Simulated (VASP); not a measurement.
# Ir (C2/m) in VASP: further runs

Runs on Ir. Level: LDA. Tasks: single point.

All numbers are computed with VASP 6.6.1; they aren't measurements. Logs are shortened: lines on timing, memory, paths and dates and some standing lists are left out, and cuts for length are marked.

## 1. The cell of the first run

It takes space group C2/m (No. 12, monoclinic). The conventional cell has a = 3.811 Å, b = 3.811 Å, c = 3.811 Å, α = 90.00°, β = 90.00°, γ = 90.00°. Ir (site symmetry m) has 12 Ir at 2.64 to 2.75 Å within 3.5 Å.

## 2. Single point, LDA (atoms displaced along several vibrational modes)

Input file INCAR:

```
ALGO = Fast
EDIFF = 1E-6
ENCUT = 520
GGA = CA
ISIF = 2
ISMEAR = 0
LASPH = True
LCHARG = False
LREAL = False
LWAVE = False
NBANDS = 16
NELM = 80
PREC = Accurate
SIGMA = 0.15
```

Input file KPOINTS:

```
k-points
0
Gamma
  16 16 12
```

Input file POSCAR:

```
Ir
1.0
    0.0000000000     -1.9054060557     -1.9054060557
    0.0000000000      1.9054060557     -1.9054060557
    3.8108121114      0.0000000000      0.0000000000
Ir
2
Direct
    0.5050382962      0.4949617038      0.4943843991
   -0.0050382962      0.0050382962      0.0056156009
```

Potentials or basis: VASP PAW LDA potentials, release 64 (Ir).

Run with:

```
> cat potpaw_LDA.64/Ir/POTCAR > POTCAR
> mpirun -np 1 vasp_std > vasp.out
```

OUTCAR:

```text
EDIFF = 1E-6
   ENCUT = 520
   GGA = CA
   ISIF = 2
   ISMEAR = 0
   LASPH = True
   LREAL = False
   NELM = 80
   PREC = Accurate

 ion  position               nearest neighbor table
   1  0.505  0.495  0.494-   2 2.64   2 2.66   2 2.66   2 2.69   2 2.70   2 2.73   2 2.73   2 2.75

   2  0.995  0.005  0.006-   1 2.64   1 2.66   1 2.66   1 2.69   1 2.70   1 2.73   1 2.73   1 2.75

  LATTYP: Found a simple tetragonal cell.
 ALAT       =     2.6946510858
 C/A-ratio  =     1.4142135624

  Lattice vectors:

 A1 = (   0.0000000000,  -1.9054060557,  -1.9054060557)
 A2 = (   0.0000000000,   1.9054060557,  -1.9054060557)
 A3 = (   3.8108121114,   0.0000000000,   0.0000000000)

Analysis of symmetry for initial positions (statically):
=====================================================================
 Subroutine PRICEL returns:
 Original cell was already a primitive cell.

 Routine SETGRP: Setting up the symmetry group for a
 simple tetragonal supercell.

 Subroutine GETGRP returns: Found  4 space group operations
 (whereof  2 operations were pure point group operations)
 out of a pool of 16 trial point group operations.

The static configuration has the point symmetry C_1h.
 The point group associated with its full space group is C_2h.

Analysis of symmetry for dynamics (positions and initial velocities):
=====================================================================
 Subroutine PRICEL returns:
 Original cell was already a primitive cell.

 Routine SETGRP: Setting up the symmetry group for a
 simple tetragonal supercell.

 Subroutine GETGRP returns: Found  4 space group operations
 (whereof  2 operations were pure point group operations)
 out of a pool of 16 trial point group operations.

The dynamic configuration has the point symmetry C_1h.
 The point group associated with its full space group is C_2h.

 Subroutine INISYM returns: Found  4 space group operations
 (whereof  2 operations are pure point group operations),
 and found     1 'primitive' translations

----------------------------------------------------------------------------------------

                                     Primitive cell

  volume of cell :      27.6709

  direct lattice vectors                    reciprocal lattice vectors
     0.000000000 -1.905406056 -1.905406056     0.000000000 -0.262411258 -0.262411258
     0.000000000  1.905406056 -1.905406056     0.000000000  0.262411258 -0.262411258
     3.810812111  0.000000000  0.000000000     0.262411258  0.000000000  0.000000000

  length of vectors
     2.694651086  2.694651086  3.810812111     0.371105560  0.371105560  0.262411258

  position of ions in fractional coordinates (direct lattice)
     0.505038296  0.494961704  0.494384399
     0.994961704  0.005038296  0.005615601

  ion indices of the primitive-cell ions
   primitive index   ion index
                 1           1
                 2           2

----------------------------------------------------------------------------------------

 KPOINTS: k-points

Automatic generation of k-mesh.
 Grid dimensions read from file:
 generate k-points for:   16   16   12

 Generating k-lattice:

  Cartesian coordinates                     Fractional coordinates (reciprocal lattice)
     0.000000000 -0.016400704 -0.016400704     0.062500000  0.000000000  0.000000000
     0.000000000  0.016400704 -0.016400704     0.000000000  0.062500000  0.000000000
     0.021867605  0.000000000  0.000000000     0.000000000  0.000000000  0.083333333

  Length of vectors
     0.023194097  0.023194097  0.021867605

  Shift w.r.t. Gamma in fractional coordinates (k-lattice)
     0.000000000  0.000000000  0.000000000

 Subroutine IBZKPT returns following result:
 ===========================================

 Found    826 irreducible k-points:

 Following reciprocal coordinates:
            Coordinates               Weight
  0.000000  0.000000  0.000000      1.000000
  0.062500  0.000000  0.000000      4.000000
  0.125000  0.000000  0.000000      4.000000
  0.187500  0.000000  0.000000      4.000000
  0.250000  0.000000  0.000000      4.000000
  0.312500  0.000000  0.000000      4.000000
[... 16 lines left out ...]
 -0.062500  0.437500  0.000000      4.000000
  0.500000  0.062500  0.000000      4.000000
 [... further k-points ...]
   k-points           NKPTS =    826   k-points in BZ     NKDIM =    826   number of bands    NBANDS=     16
   number of dos      NEDOS =    301   number of ions     NIONS =      2
   total plane-waves  NPLWV =  11200
   dimension x,y,z NGX =    20 NGY =   20 NGZ =   28
   dimension x,y,z NGXF=    40 NGYF=   40 NGZF=   56
   ions per type =               2
   NGX,Y,Z   is equivalent  to a cutoff of  12.34, 12.34, 12.21 a.u.
   NGXF,Y,Z  is equivalent  to a cutoff of  24.68, 24.68, 24.43 a.u.
 SYSTEM =  unknown system
   PREC   = accura    normal or accurate (medium, high low for compatibility)
   ISTART =      0    job   : 0-new  1-cont  2-samecut
   ICHARG =      2    charge: 1-file 2-atom 10-const
   ISPIN  =      1    spin polarized calculation?
   LNONCOLLINEAR =      F non collinear calculations
   LSORBIT =      F    spin-orbit coupling
   LASPH  =      T    aspherical Exc in radial PAW
   ENCUT  =  520.0 eV  38.22 Ry    6.18 a.u.   5.01  5.01  7.09*2*pi/ulx,y,z
   NELM   =     80;   NELMIN=  2; NELMDL= -5     # of ELM steps
   EDIFF  = 0.1E-05   stopping-criterion for ELM
   LREAL  =      F    real-space projection
[... 7 lines left out ...]
   TEBEG  =    0.0;   TEEND  =   0.0 temperature during run
   PSTRESS=    0.0 pullay stress
   NELECT =      18.0000    total number of electrons
   NUPDOWN=      -1.0000    fix difference up-down
   EMIN   =  10.00;   EMAX   =-10.00  energy-range for DOS
   EFERMI =   0.00;   METHOD = LEGACY
   ISMEAR =     0;   SIGMA  =   0.15  broadening in eV -4-tet -1-fermi 0-gaus
   EFERMI_NEDOS =   21; number of points for ismear=-14 and -15
   IALGO  =     68    algorithm
   IMIX   =      4    mixing-type and parameters
     AMIX     =   0.40;   BMIX     =  1.00
     AMIX_MAG =   1.60;   BMIX_MAG =  1.00
  volume/ion in A,a.u.               =      13.84        93.37
  Fermi-wavevector in a.u.,A,eV,Ry     =   1.418485  2.680548 27.376284  2.012100
  Thomas-Fermi vector in A             =   2.539606
   LORBIT       =      0    0 simple, 1 ext, 2 COOP (PROOUT), +10 PAW based schemes
   GGA     = CA    functional components
   LHFCALC =     F    Hartree Fock is set to
   AEXX    =    0.0000 exact exchange contribution
   IVDW    =     0    specifies the selected vdW correction
   LEPSILON=     F    determine dielectric tensor
   LRPA    =     F    only Hartree local field effects (RPA)
 non-spin polarized calculation
 RMM-DIIS sequential band-by-band and
 Gauss-broadening in eV      SIGMA  =   0.15
  energy-cutoff  :      520.00
  volume of cell :       27.67
 maximum number of plane-waves:       776
   NGX = 11   NGY = 11   NGZ = 15

 number of electron      18.0000001 magnetization

 Free energy of the ion-electron system (eV)
  ---------------------------------------------------
  ext. energy  EPLUGINS =         0.00000000
  ---------------------------------------------------
  free energy    TOTEN  =       -20.63533849 eV

  energy without entropy =      -20.61371028  energy(sigma->0) =      -20.62452438

 E-fermi :  10.6990     XC(G=0): -14.2671

 val. band max:       10.6939994752   @ k =   0.3125   0.1875   0.3333
 cond. band min:      10.7004725664   @ k =  -0.3750  -0.2500   0.4167
 fundamental gap:      0.0064730912
 Fermi energy:        10.6990143591

 k-point     1 :       0.0000    0.0000    0.0000
  band No.  band energies     occupation
      1      -0.6390      2.00000
      2       2.5241      2.00000
      3       3.0832      2.00000
      4       6.6416      2.00000
      5       6.6485      2.00000
      6       6.6685      2.00000
[... 8 lines left out ...]
     15      22.5268      0.00000
     16      25.0287      0.00000

 k-point     2 :       0.0625    0.0000    0.0000
  band No.  band energies     occupation
      1      -0.5196      2.00000
      2       2.6147      2.00000
      3       3.1683      2.00000
      4       6.5803      2.00000
      5       6.6955      2.00000
      6       6.7232      2.00000
[... 8 lines left out ...]
     15      22.8292      0.00000
     16      25.2393      0.00000

 k-point     3 :       0.1250    0.0000    0.0000
  band No.  band energies     occupation
      1      -0.1705      2.00000
      2       2.8481      2.00000
      3       3.4427      2.00000
      4       6.3850      2.00000
      5       6.8354      2.00000
      6       6.8952      2.00000
[... 8 lines left out ...]
     15      23.6757      0.00000
     16      25.8339      0.00000

 k-point     4 :       0.1875    0.0000    0.0000
  band No.  band energies     occupation
      1       0.3819      2.00000
      2       3.1530      2.00000
      3       3.9173      2.00000
      4       6.1161      2.00000
      5       7.0595      2.00000
      6       7.0949      2.00000
[... 8 lines left out ...]
     15      24.9306      0.00000
     16      26.7138      0.00000

 k-point     5 :       0.2500    0.0000    0.0000
  band No.  band energies     occupation
      1       1.0952      2.00000
      2       3.4998      2.00000
      3       4.5106      2.00000
      4       5.8366      2.00000
      5       7.1616      2.00000
      6       7.3565      2.00000
[... 8 lines left out ...]
     15      26.4063      0.00000
     16      26.8531      0.00000

 k-point     6 :       0.3125    0.0000    0.0000
  band No.  band energies     occupation
      1       1.9137      2.00000
      2       3.8746      2.00000
      3       5.0700      2.00000
      4       5.6053      2.00000
      5       6.8393      2.00000
      6       7.1655      2.00000
[... 8 lines left out ...]
     15      25.8466      0.00000
     16      28.3101      0.00000
[... 267 lines left out ...]
 k-point    21 :      -0.0625    0.3750    0.0000
  band No.  band energies     occupation
      1       2.8461      2.00000
      2       4.3673      2.00000
      3       5.3219      2.00000
      4       5.3552      2.00000
      5       6.0964      2.00000
      6       6.7191      2.00000
[... 8 lines left out ...]
     15      25.0083      0.00000
     16      28.1830      0.00000

 k-point    22 :       0.4375    0.0625    0.0000
  band No.  band energies     occupation
      1       3.6390      2.00000
      2       4.5537      2.00000
      3       5.2917      2.00000
      4       5.4944      2.00000
      5       5.6662      2.00000
      6       6.2821      2.00000
[... 8 lines left out ...]
     15      24.1048      0.00000
     16      26.9442      0.00000

 k-point    23 :      -0.0625    0.4375    0.0000
  band No.  band energies     occupation
      1       3.6393      2.00000
      2       4.5535      2.00000
      3       5.2941      2.00000
      4       5.4959      2.00000
      5       5.6639      2.00000
      6       6.2810      2.00000
[... 8 lines left out ...]
     15      24.1060      0.00000
     16      26.9450      0.00000

 k-point    24 :       0.5000    0.0625    0.0000
  band No.  band energies     occupation
      1       4.2301      2.00000
      2       4.3222      2.00000
      3       5.3313      2.00000
      4       5.4408      2.00000
      5       5.7554      2.00000
      6       5.9141      2.00000
[... 8 lines left out ...]
     15      25.2390      0.00000
     16      25.5961      0.00000

 [... further k-points ...]
[... 5 lines left out ...]
  --------------------------------------------------------------------------------------
  -------------------------------------------------------------------------------------
  Total        0.6225267      0.6205990      0.5601026      0.1056401      0.0000000      0.0000000
  in kB       36.0450760     35.9334613     32.4306439      6.1166927      0.0000000      0.0000000
  external PRESSURE =      34.8030604 kB  Pullay stress =       0.0000000 kB

 VOLUME and BASIS-vectors are now :
 -----------------------------------------------------------------------------
  energy-cutoff  :      520.00
  volume of cell :       27.67
      direct lattice vectors                 reciprocal lattice vectors
     0.000000000 -1.905406056 -1.905406056     0.000000000 -0.262411258 -0.262411258
     0.000000000  1.905406056 -1.905406056     0.000000000  0.262411258 -0.262411258
     3.810812111  0.000000000  0.000000000     0.262411258  0.000000000  0.000000000

 POSITION                                       TOTAL-FORCE (eV/Angst)
 -----------------------------------------------------------------------------------
      1.88401     -0.01920     -1.90541         0.594347      0.323856      0.000000
      0.02140     -1.88621     -1.90541        -0.594347     -0.323856      0.000000
 -----------------------------------------------------------------------------------
    total drift:                                0.000000      0.000000     -0.000000

  FREE ENERGIE OF THE ION-ELECTRON SYSTEM (eV)
  ---------------------------------------------------
  free  energy   TOTEN  =       -20.6353384853 eV

  energy  without entropy=      -20.6137102840  energy(sigma->0) =      -20.62452438
```

It took 4.2 min on 1 thread of Intel Xeon 8259CL, shared host; peak memory 0.39 GiB.

What came out:

```yaml
Free_energy: -20.6353 eV
Pressure: 3.5 GPa
Largest_force: 0.677 eV/Å
Band_gap_on_the_k_mesh: zero (bands 9 and 10 overlap by 3.34 eV)
```

Forces in eV/Å, atoms in the order of the input:
```
Ir   0.594  0.324  0.000
Ir  -0.594 -0.324  0.000
```

Stress tensor (GPa, compression positive):
```
3.60 0.61 0.00
0.61 3.59 0.00
0.00 0.00 3.24
```

Caveat: the cell differs from its parent crystal (atoms displaced along several vibrational modes); the cell stands under pressure; spin-orbit coupling is left out, which moves the levels of the heavy elements.

## 3. Single point, LDA (atoms displaced along several vibrational modes)

Input file INCAR:

```
SYSTEM = Ir
PREC = Accurate ; ENCUT = 520
EDIFF = 1E-7 ; ISMEAR = 0
SIGMA = 0.15 ; LREAL = .FALSE.
LASPH = .TRUE. ; NELM = 100
ALGO = Fast ; ISIF = 2
LWAVE = .FALSE. ; LCHARG = .TRUE.
LELF = .TRUE. ; LVHAR = .TRUE.
NBANDS = 16
```

Input file KPOINTS:

```
Automatic mesh
0
G
  16 16 12
  0 0 0
```

Input file POSCAR:

```
Ir
1.0
    0.0000000000     -1.9054060557     -1.9054060557
    0.0000000000      1.9054060557     -1.9054060557
    3.8108121114      0.0000000000      0.0000000000
Ir
2
Direct
    0.5151148885      0.4848851115      0.4943843991
   -0.0151148885      0.0151148885      0.0056156009
```

Potentials or basis: VASP PAW LDA potentials, release 64 (Ir).

Run with:

```
> cat potpaw_LDA.64/Ir/POTCAR > POTCAR
> mpirun -np 1 vasp_std > vasp.out
```

Wall time 4.4 min (1 thread of Intel Xeon 8259CL, shared host); peak memory 0.4 GiB.

Results (log left out):

```yaml
Free_energy: -20.5855 eV
Pressure: 4.6 GPa
Largest_force: 1.150 eV/Å
Band_gap_on_the_k_mesh: zero (bands 9 and 10 overlap by 3.28 eV)
```

Forces on the atoms (eV/Å):
```
Ir   0.613  0.973  0.000
Ir  -0.613 -0.973  0.000
```

Stress tensor (GPa, compression positive):
```
5.64 1.82 0.00
1.82 5.58 0.00
0.00 0.00 2.45
```

Levels at points of the mesh, in eV from the Fermi level:
```tsv
k point	band 5	band 6	band 7	band 8	band 9	band 10	band 11	band 12	band 13	band 14
(0.00, 0.00, 0.00)	-4.09	-3.99	-1.30	-1.18	0.89	1.41	1.55	1.78	10.79	11.90
(0.50, 0.00, 0.00)	-4.94	-4.50	-2.56	-2.46	-1.74	-0.97	2.71	3.25	11.32	12.32
(0.50, 0.50, 0.00)	0.55	0.91	1.43	1.50	1.52	1.56	1.75	2.17	10.60	10.81
(0.00, 0.00, 0.50)	-3.47	-3.05	-2.04	-2.03	-1.79	-1.75	-0.30	-0.04	17.21	17.66
(0.50, 0.00, 0.50)	-4.11	-4.09	-0.81	-0.77	0.86	0.88	0.95	1.03	7.43	7.50
(0.50, 0.50, 0.50)	-4.90	-4.89	-1.79	-1.78	1.53	1.54	8.07	8.21	9.01	9.27
```

Caveat: the cell differs from its parent crystal (atoms displaced along several vibrational modes); the cell stands under pressure; spin-orbit coupling is left out, which moves the levels of the heavy elements; forces of over 1 eV/Å act on the atoms, so gaps and moduli don't describe the material at rest.
